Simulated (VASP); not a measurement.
# C13O in VASP: a series of runs

The runs below take C13O through single point, with PBE.

All numbers are computed with VASP 6.6.1; they aren't measurements. Logs are shortened: lines on timing, memory, paths and dates and some standing lists are left out, and cuts for length are marked.

### Step 1. The cell of the first run

The cell holds a wire or tube with vacuum around it, 14 atoms: a = 4.933 Å, b = 8.522 Å, c = 22.942 Å, α = 90.00°, β = 90.00°, γ = 90.00°.

### Step 2. Single point, PBE

Contents of INCAR:

```
SYSTEM = C13O
ALGO = Normal
DIPOL = 0.5 0.5 0.309
EDIFF = 1E-6
ENCUT = 520
GGA = PE
IDIPOL = 3
ISIF = 2
ISMEAR = 0
LASPH = .True.
LCHARG = .False.
LDIPOL = .True.
LREAL = .False.
LWAVE = .False.
NBANDS = 42
NELM = 60
PREC = Accurate
SIGMA = 0.1
```

Contents of KPOINTS:

```
k-points
0
Gamma
  6 3 1
  0 0 0
```

Contents of POSCAR:

```
C13O
1.0
    4.9326910638      0.0000000000      0.0000000000
    0.0000000000      8.5222964206      0.0000000000
    0.0000000000      0.0000000000     22.9416054000
C O
13 1
Direct
    0.0000000000      0.0000000000      0.1743557144
    0.5000000000      0.0000000000      0.1743557144
    0.2500000000      0.0000000000      0.2053898385
    0.7500000000      0.0000000000      0.2053898385
    0.2500000000      0.0000000000      0.2674580867
    0.7500000000      0.0000000000      0.2674580867
    0.0000000000      0.0000000000      0.2977124358
    0.5000000000      0.0000000000      0.2977124358
    0.0000000000      0.0000000000      0.3626190224
    0.5000000000      0.0000000000      0.3626190224
    0.2500000000      0.0000000000      0.3897549994
    0.7500000000      0.0000000000      0.3897549994
    0.1250000000      0.9389835821      0.4664715138
    0.1250000000      1.0610164179      0.4664715138
```

Potentials or basis: VASP PAW PBE potentials, release 64 (C, O).

The run is started by

```sh
cat potpaw_PBE.64/C/POTCAR potpaw_PBE.64/O/POTCAR > POTCAR
mpirun -np 1 vasp_std > vasp.out
```

OUTCAR:

```text
SYSTEM = C13O
   EDIFF = 1E-6
   ENCUT = 520
   GGA = PE
   ISIF = 2
   ISMEAR = 0
   LASPH = .True.
   LREAL = .False.
   NELM = 60
   PREC = Accurate

 ion  position               nearest neighbor table
   1  0.000  0.000  0.174-   3 1.42   4 1.42
   2  0.500  0.000  0.174-   3 1.42   4 1.42
   3  0.250  0.000  0.205-   1 1.42   2 1.42   5 1.42
   4  0.750  0.000  0.205-   1 1.42   2 1.42   6 1.42
   5  0.250  0.000  0.267-   7 1.42   8 1.42   3 1.42
   6  0.750  0.000  0.267-   7 1.42   8 1.42   4 1.42
   7  0.000  0.000  0.298-   5 1.42   6 1.42   9 1.49
   8  0.500  0.000  0.298-   5 1.42   6 1.42  10 1.49
   9  0.000  0.000  0.363-  11 1.38  12 1.38   7 1.49
  10  0.500  0.000  0.363-  11 1.38  12 1.38   8 1.49
  11  0.250  0.000  0.390-   9 1.38  10 1.38  13 1.94  14 1.94
  12  0.750  0.000  0.390-   9 1.38  10 1.38
  13  0.125  0.939  0.466-  14 1.04  11 1.94
  14  0.125  0.061  0.466-  13 1.04  11 1.94

  LATTYP: Found a simple orthorhombic cell.
 ALAT       =     4.9326910638
 B/A-ratio  =     1.7277174488
 C/A-ratio  =     4.6509309225

  Lattice vectors:

 A1 = (   4.9326910638,   0.0000000000,   0.0000000000)
 A2 = (   0.0000000000,   8.5222964206,   0.0000000000)
 A3 = (   0.0000000000,   0.0000000000,  22.9416054000)

Analysis of symmetry for initial positions (statically):
=====================================================================
 Subroutine PRICEL returns:
 Original cell was already a primitive cell.

 Routine SETGRP: Setting up the symmetry group for a
 simple orthorhombic supercell.

 Subroutine GETGRP returns: Found  1 space group operations
 (whereof  1 operations were pure point group operations)
 out of a pool of  8 trial point group operations.

The static configuration has the point symmetry C_1 .

Analysis of symmetry for dynamics (positions and initial velocities):
=====================================================================
 Subroutine PRICEL returns:
 Original cell was already a primitive cell.

 Routine SETGRP: Setting up the symmetry group for a
 simple orthorhombic supercell.

 Subroutine GETGRP returns: Found  1 space group operations
 (whereof  1 operations were pure point group operations)
 out of a pool of  8 trial point group operations.

The dynamic configuration has the point symmetry C_1 .

 Subroutine INISYM returns: Found  1 space group operations
[... 126 lines left out ...]
     AMIX_MAG =   1.60;   BMIX_MAG =  1.00
  volume/ion in A,a.u.               =      68.89       464.87
  Fermi-wavevector in a.u.,A,eV,Ry     =   0.641401  1.212071  5.597365  0.411395
  Thomas-Fermi vector in A             =   1.707728
   LORBIT       =      0    0 simple, 1 ext, 2 COOP (PROOUT), +10 PAW based schemes
   GGA     = PE    functional components
   LHFCALC =     F    Hartree Fock is set to
   AEXX    =    0.0000 exact exchange contribution
   IVDW    =     0    specifies the selected vdW correction
   LEPSILON=     F    determine dielectric tensor
   LRPA    =     F    only Hartree local field effects (RPA)
 non-spin polarized calculation
 Gauss-broadening in eV      SIGMA  =   0.10
  energy-cutoff  :      520.00
  volume of cell :      964.42
 maximum number of plane-waves:     25994
 NGX is ok and might be reduce to    40
   NGX = 19   NGY = 31   NGZ = 85

 dipolmoment           0.000000      0.000000      0.188828 electrons x Angstroem

 number of electron      58.0000004 magnetization

 dipolmoment           0.000000      0.000000     -0.334153 electrons x Angstroem

 Free energy of the ion-electron system (eV)
  ---------------------------------------------------
  ext. energy  EPLUGINS =         0.00000000
  ---------------------------------------------------
  free energy    TOTEN  =      -110.55479397 eV

  energy without entropy =     -110.47773027  energy(sigma->0) =     -110.51626212

 E-fermi :  -4.1873     XC(G=0):  -2.0922

 val. band max:       -4.2248583534   @ k =   0.3333  -0.3333   0.0000
 cond. band min:      -4.1764927371   @ k =   0.5000   0.0000   0.0000
 fundamental gap:      0.0483656163
 Fermi energy:        -4.1872566444

 k-point     1 :       0.0000    0.0000    0.0000
  band No.  band energies     occupation
      1     -31.0402      2.00000
      2     -22.9281      2.00000
      3     -21.3453      2.00000
      4     -19.0353      2.00000
      5     -18.7821      2.00000
      6     -18.7068      2.00000
[... 429 lines left out ...]
     40       2.0147      0.00000
     41       2.1758      0.00000
 [bands above 41 left out]

------------------------ aborting loop because EDIFF is reached ----------------------------------------

 vacuum level on the upper side and lower side of the slab       (xc-potential included)        -0.736         0.675

  FORCE on cell =-STRESS in cart. coord.  units (eV):
  Direction    XX          YY          ZZ          XY          YZ          ZX
  --------------------------------------------------------------------------------------
  -------------------------------------------------------------------------------------
  Total        1.9655891     20.7646689      4.9272180     -0.3201907      2.2028949      0.6655148
  in kB        3.2654193     34.4961983      8.1855527     -0.5319306      3.6596537      1.1056150
  external PRESSURE =      15.3157234 kB  Pullay stress =       0.0000000 kB

 VOLUME and BASIS-vectors are now :
 -----------------------------------------------------------------------------
  energy-cutoff  :      520.00
  volume of cell :      964.42
      direct lattice vectors                 reciprocal lattice vectors
     4.932691064  0.000000000  0.000000000     0.202729096  0.000000000  0.000000000
     0.000000000  8.522296421  0.000000000     0.000000000  0.117339265  0.000000000
     0.000000000  0.000000000 22.941605400     0.000000000  0.000000000  0.043588929

 POSITION                                       TOTAL-FORCE (eV/Angst)
 -----------------------------------------------------------------------------------
      0.00000      0.00000      4.00000        -0.229081      0.028597      1.747777
      2.46635      0.00000      4.00000         0.219746     -0.023397      1.647684
      1.23317      0.00000      4.71197         0.018346     -0.007578     -3.325081
      3.69952      0.00000      4.71197        -0.034875      0.011139     -2.752008
      1.23317      0.00000      6.13592         0.056440      0.019884      1.102450
      3.69952      0.00000      6.13592        -0.006067     -0.072764      1.312173
      0.00000      0.00000      6.83000         0.159448      0.025138      0.745036
      2.46635      0.00000      6.83000        -0.348249      0.133339      0.412318
      0.00000      0.00000      8.31906        -0.743028      0.333249     -1.041162
      2.46635      0.00000      8.31906         1.082112      0.325753     -0.137052
      1.23317      0.00000      8.94161        -0.314864     -1.889384     -2.948549
      3.69952      0.00000      8.94161        -0.145437     -0.491579      0.615849
      0.61659      8.00230     10.70161         0.450866    -19.295089     -0.806841
      0.61659      0.52000     10.70161        -0.165358     20.902692      3.427406
 -----------------------------------------------------------------------------------
    total drift:                                0.000007     -0.003111      0.000402

  FREE ENERGIE OF THE ION-ELECTRON SYSTEM (eV)
  ---------------------------------------------------
  free  energy   TOTEN  =      -110.5547939746 eV

  energy  without entropy=     -110.4777302706  energy(sigma->0) =     -110.51626212

 vacuum level on the upper side and lower side of the slab         0.588         2.027
```

OSZICAR:

```text
N       E                     dE             d eps       ncg     rms          rms(c)
DAV:   1     0.514738439504E+03    0.51474E+03   -0.19804E+04   952   0.966E+02
DAV:   2    -0.382724503109E+01   -0.51857E+03   -0.49512E+03  1300   0.222E+02
DAV:   3    -0.115597059845E+03   -0.11177E+03   -0.11101E+03  1092   0.112E+02
[... 23 lines left out ...]
DAV:  27    -0.110554779665E+03   -0.35862E-04   -0.45540E-06   864   0.441E-03    0.556E-03
DAV:  28    -0.110554788762E+03   -0.90966E-05   -0.30180E-06   756   0.339E-03    0.875E-04
DAV:  29    -0.110554791717E+03   -0.29554E-05   -0.21110E-07   620   0.156E-03    0.987E-04
DAV:  30    -0.110554793341E+03   -0.16230E-05   -0.18629E-07   678   0.103E-03    0.282E-04
DAV:  31    -0.110554793975E+03   -0.63413E-06   -0.37497E-08   584   0.547E-04
   1 F= -.11055479E+03 E0= -.11051626E+03  d E =-.770637E-01
```

stdout:

```text
POSCAR found type information on POSCAR C O
 POSCAR found :  2 types and      14 ions
 scaLAPACK will be used
 LDA part: xc-table for (Slater+PW92), standard interpolation
 POSCAR, INCAR and KPOINTS ok, starting setup
 FFT: planning ... GRIDC
 FFT: planning ... GRID_SOFT
 FFT: planning ... GRID
 WAVECAR not read
 entering main loop
```

It took 11 min on 1 thread of Intel Xeon 6975P-C (Granite Rapids), shared host; peak memory 1 GiB.

Results:

* Free energy: -110.5548 eV
* Largest force: 21.182 eV/Å
* Band gap on the k mesh: 0.05 eV (least direct gap 0.05 eV)

Forces on the atoms (eV/Å):
```
C    -0.229   0.029   1.748
C     0.220  -0.023   1.648
C     0.018  -0.008  -3.325
C    -0.035   0.011  -2.752
C     0.056   0.020   1.102
C    -0.006  -0.073   1.312
C     0.159   0.025   0.745
C    -0.348   0.133   0.412
C    -0.743   0.333  -1.041
C     1.082   0.326  -0.137
C    -0.315  -1.889  -2.949
C    -0.145  -0.492   0.616
C     0.451 -19.295  -0.807
O    -0.165  20.903   3.427
```

Caveat: semilocal functionals underestimate gaps, and a narrow one can read as zero.

### Step 3. Single point, PBE

Contents of INCAR:

```
SYSTEM = C13O
PREC = Accurate ; ENCUT = 520
EDIFF = 1E-6 ; ISMEAR = 0
SIGMA = 0.1 ; LREAL = .False.
LASPH = .True. ; NELM = 80
ALGO = Normal ; ISIF = 2
LWAVE = .False. ; LCHARG = .False.
LDIPOL = .True. ; IDIPOL = 3
DIPOL = 0.5 0.5 0.314 ; GGA = PE
NBANDS = 42
```

Contents of KPOINTS:

```
regular mesh
0
Gamma
  6 3 1
  0 0 0
```

Edit POSCAR of step 2 so:

```diff
@@ -20,3 +20,3 @@
     0.7500000000      0.0000000000      0.3897549994
-    0.1250000000      0.9389835821      0.4664715138
-    0.1250000000      1.0610164179      0.4664715138
+    0.1250000000      0.9389835821      0.5030862138
+    0.1250000000      1.0610164179      0.5030862138
```

Potentials or basis: VASP PAW PBE potentials, release 64 (C, O).

The run is started by

```sh
cat potpaw_PBE.64/C/POTCAR potpaw_PBE.64/O/POTCAR > POTCAR
mpirun -np 1 vasp_std > vasp.out
```

Run time: 11 min. Hardware: 1 thread of Intel Xeon 6975P-C (Granite Rapids), shared host; peak memory 1 GiB.

Results (log left out):

```
Free energy            : -111.8075 eV
Largest force          : 17.262 eV/Å
Band gap on the k mesh : 0.07 eV
```

Forces on the atoms (eV/Å):
```
C    -0.031   0.001   1.670
C     0.030   0.002   1.635
C     0.017  -0.003  -3.244
C    -0.019  -0.003  -3.193
C     0.072  -0.002   1.468
C    -0.070   0.000   1.508
C     0.047   0.018   0.130
C    -0.045   0.012  -0.001
C    -0.025   0.015   0.307
C     0.038   0.007  -0.397
C     0.355  -0.158  -0.534
C    -0.263  -0.043   0.280
C    -0.013 -17.100  -0.156
O    -0.092  17.254   0.528
```

Levels at points of the mesh, in eV from the valence-band top:
```tsv
k point	band 27	band 28	band 29	band 30	band 31	band 32
(0.00, 0.00, 0.00)	-0.52	-0.24	-0.22	0.55	0.75	1.03
(0.50, 0.00, 0.00)	-1.57	-0.07	0.00	0.07	0.13	2.99
```

Caveat: semilocal functionals underestimate gaps, and a narrow one can read as zero.

(Part 1 of 3 ends here.)

The gap in the log of VASP goes by the Fermi energy; the results here count the filled bands.